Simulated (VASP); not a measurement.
# In8H (I-4m2) in VASP: single point with PBE

Aim: the single point of In8H with PBE.

Program: VASP 6.6.1. These are calculated values, not measurements. Logs are shortened: lines on timing, memory, paths and dates and some standing lists are left out, and cuts for length are marked.

### 1 The cell of the first run

Symmetry: I-4m2, No. 119, tetragonal system. The conventional cell has a = 7.740 Å, b = 7.740 Å, c = 7.693 Å, α = 90.00°, β = 90.00°, γ = 90.00°. Within 2.9 Å of In (site symmetry m) lie 1 H at 2.19 Å. Within 4.4 Å of In (site symmetry m) lie 14 In at 3.33 to 4.28 Å and 3 H at 3.73 to 4.31 Å. Within 2.9 Å of H (site symmetry -4m2) lie 4 In at 2.19 Å.

### 2 Single point, PBE

INCAR reads:

```
  PREC = Accurate
  ENCUT = 520
  EDIFF = 1E-7
  ISMEAR = 0
  SIGMA = 0.1
  LREAL = False
  LASPH = True
  NELM = 100
  ALGO = Normal
  ISIF = 2
  LWAVE = False
  LCHARG = True
  GGA = PE
  LELF = True
  LVHAR = True
  NBANDS = 62
```

KPOINTS reads:

```
Automatic mesh
0
Gamma
  6 6 6
```

POSCAR reads:

```
In8H
1.0
   -3.8698818385      3.8467338168      3.8698818385
    3.8698818385     -3.8467338168      3.8698818385
    3.8698818385      3.8467338168     -3.8698818385
In H
8 1
Direct
   -0.0339299450      0.0151728776     -0.0187570674
    0.0491028226      0.0151728776      0.5339299450
    0.0051176854      0.5265064791     -0.0213887937
   -0.0339299450      0.4848271224      0.4508971774
    0.4521047273     -0.0265064791     -0.0213887937
    0.5213887937     -0.0265064791      0.4948823146
    0.5213887937      0.5265064791      0.0478952727
    0.5187570674      0.4848271224      0.5339299450
    0.1250000000      0.2500000000      0.3750000000
```

Potentials or basis: VASP PAW PBE potentials, release 64 (In_d, H).

Run with:

```bash
cat potpaw_PBE.64/In_d/POTCAR potpaw_PBE.64/H/POTCAR > POTCAR
mpirun -np 1 vasp_std > vasp.out
```

OUTCAR:

```text
PREC = Accurate
   ENCUT = 520
   EDIFF = 1E-7
   ISMEAR = 0
   LREAL = False
   LASPH = True
   NELM = 100
   ISIF = 2
   GGA = PE

 ion  position               nearest neighbor table
   1  0.966  0.015  0.981-   9 2.19   2 3.22   8 3.22   5 3.35   3 3.35   3 3.36   5 3.36   6 3.44
                             8 3.55   2 3.55   4 3.64   7 3.89   7 3.89
   2  0.049  0.015  0.534-   9 2.19   1 3.22   4 3.22   7 3.35   6 3.35   6 3.36   7 3.36   5 3.44
                             4 3.55   1 3.55   8 3.64   3 3.89   3 3.89
   3  0.005  0.527  0.979-   6 3.33   7 3.33   1 3.35   4 3.35   4 3.36   1 3.36   7 3.42   6 3.42
                             8 3.44   5 3.46   2 3.89   2 3.89
   4  0.966  0.485  0.451-   9 2.19   8 3.22   2 3.22   5 3.35   3 3.35   3 3.36   5 3.36   7 3.44
                             2 3.55   8 3.55   1 3.64   6 3.89   6 3.89
   5  0.452  0.973  0.979-   7 3.33   6 3.33   1 3.35   4 3.35   4 3.36   1 3.36   6 3.42   7 3.42
                             2 3.44   3 3.46   8 3.89   8 3.89
   6  0.521  0.973  0.495-   3 3.33   5 3.33   8 3.35   2 3.35   2 3.36   8 3.36   5 3.42   3 3.42
                             1 3.44   7 3.46   4 3.89   4 3.89
   7  0.521  0.527  0.048-   5 3.33   3 3.33   8 3.35   2 3.35   2 3.36   8 3.36   3 3.42   5 3.42
                             4 3.44   6 3.46   1 3.89   1 3.89
   8  0.519  0.485  0.534-   9 2.19   4 3.22   1 3.22   7 3.35   6 3.35   6 3.36   7 3.36   3 3.44
                             1 3.55   4 3.55   2 3.64   5 3.89   5 3.89
   9  0.125  0.250  0.375-   2 2.19   4 2.19   1 2.19   8 2.19

  LATTYP: Found a body centered tetragonal cell.
 ALAT       =     7.7397636770
 C/A-ratio  =     0.9940184164

  Lattice vectors:

 A1 = (  -3.8698818385,  -3.8467338168,   3.8698818385)
 A2 = (   3.8698818385,  -3.8467338168,  -3.8698818385)
 A3 = (   3.8698818385,   3.8467338168,   3.8698818385)

Analysis of symmetry for initial positions (statically):
=====================================================================
 Subroutine PRICEL returns:
 Original cell was already a primitive cell.

 Routine SETGRP: Setting up the symmetry group for a
 body centered tetragonal supercell.

 Subroutine GETGRP returns: Found  8 space group operations
 (whereof  2 operations were pure point group operations)
 out of a pool of 16 trial point group operations.

The static configuration has the point symmetry C_1h.
 The point group associated with its full space group is D_2d.

Analysis of symmetry for dynamics (positions and initial velocities):
=====================================================================
 Subroutine PRICEL returns:
 Original cell was already a primitive cell.

 Routine SETGRP: Setting up the symmetry group for a
 body centered tetragonal supercell.

 Subroutine GETGRP returns: Found  8 space group operations
 (whereof  2 operations were pure point group operations)
 out of a pool of 16 trial point group operations.

The dynamic configuration has the point symmetry C_1h.
 The point group associated with its full space group is D_2d.

 Subroutine INISYM returns: Found  8 space group operations
 (whereof  2 operations are pure point group operations),
 and found     1 'primitive' translations

----------------------------------------------------------------------------------------

                                     Primitive cell

  volume of cell :     230.4345

  direct lattice vectors                    reciprocal lattice vectors
    -3.869881839  3.846733817  3.869881839     0.000000000  0.129980400  0.129202911
     3.869881839 -3.846733817  3.869881839     0.129202911  0.000000000  0.129202911
     3.869881839  3.846733817 -3.869881839     0.129202911  0.129980400  0.000000000

  length of vectors
     6.689494147  6.689494147  6.689494147     0.183271102  0.182720509  0.183271102

  position of ions in fractional coordinates (direct lattice)
     0.966070055  0.015172878  0.981242933
     0.049102823  0.015172878  0.533929945
     0.005117685  0.526506479  0.978611206
     0.966070055  0.484827122  0.450897177
     0.452104727  0.973493521  0.978611206
     0.521388794  0.973493521  0.494882315
     0.521388794  0.526506479  0.047895273
     0.518757067  0.484827122  0.533929945
     0.125000000  0.250000000  0.375000000

  ion indices of the primitive-cell ions
   primitive index   ion index
                 1           1
                 2           2
                 3           3
                 4           4
                 5           5
                 6           6
                 7           7
                 8           8
                 9           9

----------------------------------------------------------------------------------------

 KPOINTS: Automatic mesh

Automatic generation of k-mesh.
 Grid dimensions read from file:
 generate k-points for:    6    6    6

 Generating k-lattice:

  Cartesian coordinates                     Fractional coordinates (reciprocal lattice)
     0.000000000  0.021663400  0.021533819     0.166666667 -0.000000000  0.000000000
     0.021533819  0.000000000  0.021533819     0.000000000  0.166666667  0.000000000
     0.021533819  0.021663400  0.000000000     0.000000000 -0.000000000  0.166666667

  Length of vectors
     0.030545184  0.030453418  0.030545184

  Shift w.r.t. Gamma in fractional coordinates (k-lattice)
     0.000000000  0.000000000  0.000000000

 Subroutine IBZKPT returns following result:
 ===========================================

 Found     30 irreducible k-points:

 Following reciprocal coordinates:
            Coordinates               Weight
  0.000000  0.000000  0.000000      1.000000
  0.166667  0.000000  0.000000      8.000000
  0.333333  0.000000 -0.000000      8.000000
  0.500000  0.000000  0.000000      4.000000
  0.000000  0.166667  0.000000      4.000000
  0.166667  0.166667  0.000000     16.000000
[... 16 lines left out ...]
  0.333333 -0.333333  0.166667      8.000000
  0.500000 -0.333333  0.166667      8.000000
 [... further k-points ...]
   k-points           NKPTS =     30   k-points in BZ     NKDIM =     30   number of bands    NBANDS=     62
   number of dos      NEDOS =    301   number of ions     NIONS =      9
   total plane-waves  NPLWV = 125000
   dimension x,y,z NGX =    50 NGY =   50 NGZ =   50
   dimension x,y,z NGXF=   100 NGYF=  100 NGZF=  100
   ions per type =               8   1
   NGX,Y,Z   is equivalent  to a cutoff of  12.43, 12.43, 12.43 a.u.
   NGXF,Y,Z  is equivalent  to a cutoff of  24.85, 24.85, 24.85 a.u.
 SYSTEM =  unknown system
   PREC   = accura    normal or accurate (medium, high low for compatibility)
   ISTART =      0    job   : 0-new  1-cont  2-samecut
   ICHARG =      2    charge: 1-file 2-atom 10-const
   ISPIN  =      1    spin polarized calculation?
   LNONCOLLINEAR =      F non collinear calculations
   LSORBIT =      F    spin-orbit coupling
   LASPH  =      T    aspherical Exc in radial PAW
   ENCUT  =  520.0 eV  38.22 Ry    6.18 a.u.  12.44 12.44 12.44*2*pi/ulx,y,z
   NELM   =    100;   NELMIN=  2; NELMDL= -5     # of ELM steps
   EDIFF  = 0.1E-06   stopping-criterion for ELM
   LREAL  =      F    real-space projection
   EDIFFG = 0.1E-05   stopping-criterion for IOM
   NSW    =      0    number of steps for IOM
   IBRION =     -1    ionic relax: 0-MD 1-quasi-New 2-CG
   NFREE  =      0    steps in history (QN), initial steepest desc. (CG)
   ISIF   =      2    stress and relaxation
   ISYM   =      2    0-nonsym 1-usesym 2-fastsym
   POTIM  = 0.5000    time-step for ionic-motion
   TEBEG  =    0.0;   TEEND  =   0.0 temperature during run
   PSTRESS=    0.0 pullay stress
   NELECT =     105.0000    total number of electrons
   NUPDOWN=      -1.0000    fix difference up-down
   EMIN   =  10.00;   EMAX   =-10.00  energy-range for DOS
   EFERMI =   0.00;   METHOD = LEGACY
   ISMEAR =     0;   SIGMA  =   0.10  broadening in eV -4-tet -1-fermi 0-gaus
   EFERMI_NEDOS =   21; number of points for ismear=-14 and -15
   IALGO  =     38    algorithm
   IMIX   =      4    mixing-type and parameters
     AMIX     =   0.40;   BMIX     =  1.00
     AMIX_MAG =   1.60;   BMIX_MAG =  1.00
  volume/ion in A,a.u.               =      25.60       172.78
  Fermi-wavevector in a.u.,A,eV,Ry     =   1.259763  2.380606 21.592475  1.587002
  Thomas-Fermi vector in A             =   2.393306
   LORBIT       =      0    0 simple, 1 ext, 2 COOP (PROOUT), +10 PAW based schemes
   GGA     = PE    functional components
   LHFCALC =     F    Hartree Fock is set to
   AEXX    =    0.0000 exact exchange contribution
   IVDW    =     0    specifies the selected vdW correction
   LEPSILON=     F    determine dielectric tensor
   LRPA    =     F    only Hartree local field effects (RPA)
 non-spin polarized calculation
 Gauss-broadening in eV      SIGMA  =   0.10
  energy-cutoff  :      520.00
  volume of cell :      230.43
 maximum number of plane-waves:      6259
 NGX is ok and might be reduce to    50
   NGX = 25   NGY = 25   NGZ = 25

 number of electron     105.0000017 magnetization

 Free energy of the ion-electron system (eV)
  ---------------------------------------------------
  ext. energy  EPLUGINS =         0.00000000
  ---------------------------------------------------
  free energy    TOTEN  =       -22.93082550 eV

  energy without entropy =      -22.92244641  energy(sigma->0) =      -22.92663595

 E-fermi :   6.6064     XC(G=0):  -9.8621

 val. band max:        6.5949205117   @ k =   0.5000   0.5000   0.5000
 cond. band min:       6.6773630678   @ k =   0.5000   0.0000   0.0000
 fundamental gap:      0.0824425560
 Fermi energy:         6.6064347049

 k-point     1 :       0.0000    0.0000    0.0000
  band No.  band energies     occupation
      1      -8.1950      2.00000
      2      -8.1392      2.00000
      3      -8.1251      2.00000
      4      -8.1251      2.00000
      5      -8.1186      2.00000
      6      -8.1097      2.00000
[... 54 lines left out ...]
     61      12.0787      0.00000
     62      12.0802      0.00000

 k-point     2 :       0.1667    0.0000    0.0000
  band No.  band energies     occupation
      1      -8.1848      2.00000
      2      -8.1364      2.00000
      3      -8.1263      2.00000
      4      -8.1149      2.00000
      5      -8.1034      2.00000
      6      -8.1007      2.00000
[... 1429 lines left out ...]
      6      -8.0435      2.00000
[... 54 lines left out ...]
     61       9.3529      0.00000
     62      10.0388      0.00000

 [... further k-points ...]
[... 5 lines left out ...]
  --------------------------------------------------------------------------------------
  -------------------------------------------------------------------------------------
  Total       -0.0702732     -0.0564549     -0.0702732      0.0000000      0.0000000      0.0000000
  in kB       -0.4885992     -0.3925226     -0.4885992      0.0000000      0.0000000      0.0000000
  external PRESSURE =      -0.4565737 kB  Pullay stress =       0.0000000 kB

 VOLUME and BASIS-vectors are now :
 -----------------------------------------------------------------------------
  energy-cutoff  :      520.00
  volume of cell :      230.43
      direct lattice vectors                 reciprocal lattice vectors
    -3.869881839  3.846733817  3.869881839     0.000000000  0.129980400  0.129202911
     3.869881839 -3.846733817  3.869881839     0.129202911  0.000000000  0.129202911
     3.869881839  3.846733817 -3.869881839     0.129202911  0.129980400  0.000000000

 POSITION                                       TOTAL-FORCE (eV/Angst)
 -----------------------------------------------------------------------------------
      0.11743      7.43243      0.00000         0.015233     -0.005139      0.000000
      1.93494      2.18441     -1.81751         0.000000      0.005139      0.015233
      5.80482      1.75881     -1.72979         0.000000     -0.004987     -0.021473
     -0.11743      3.58569      3.86988        -0.015233     -0.005139      0.000000
      5.80482      1.75881      1.72979         0.000000     -0.004987      0.021473
      3.66473      0.16455      3.86988         0.021473      0.004987      0.000000
      0.20515      0.16455      3.86988        -0.021473      0.004987      0.000000
      1.93494      2.18441      1.81751         0.000000      0.005139     -0.015233
      1.93494      0.96168      0.00000         0.000000     -0.000000      0.000000
 -----------------------------------------------------------------------------------
    total drift:                                0.000001     -0.000000     -0.000001

  FREE ENERGIE OF THE ION-ELECTRON SYSTEM (eV)
  ---------------------------------------------------
  free  energy   TOTEN  =       -22.9308254957 eV

  energy  without entropy=      -22.9224464139  energy(sigma->0) =      -22.92663595
```

It took 18 min on 1 thread of Intel Xeon 8259CL, shared host; peak memory 0.52 GiB.

What came out:

```yaml
Free_energy: -22.9308 eV
Pressure: 0.0 GPa
Largest_force: 0.022 eV/Å
Band_gap_on_the_k_mesh: zero (an odd number of electrons rules out a gap without spin polarisation)
```

Forces on the atoms (eV/Å):
```
In   0.015 -0.005  0.000
In   0.000  0.005  0.015
In   0.000 -0.005 -0.021
In  -0.015 -0.005  0.000
In   0.000 -0.005  0.021
In   0.021  0.005  0.000
In  -0.021  0.005  0.000
In   0.000  0.005 -0.015
H    0.000  0.000  0.000
```

Caveat: spin-orbit coupling is left out, which moves the levels of the heavy elements.

The gap in the log of VASP goes by the Fermi energy; the results here count the filled bands.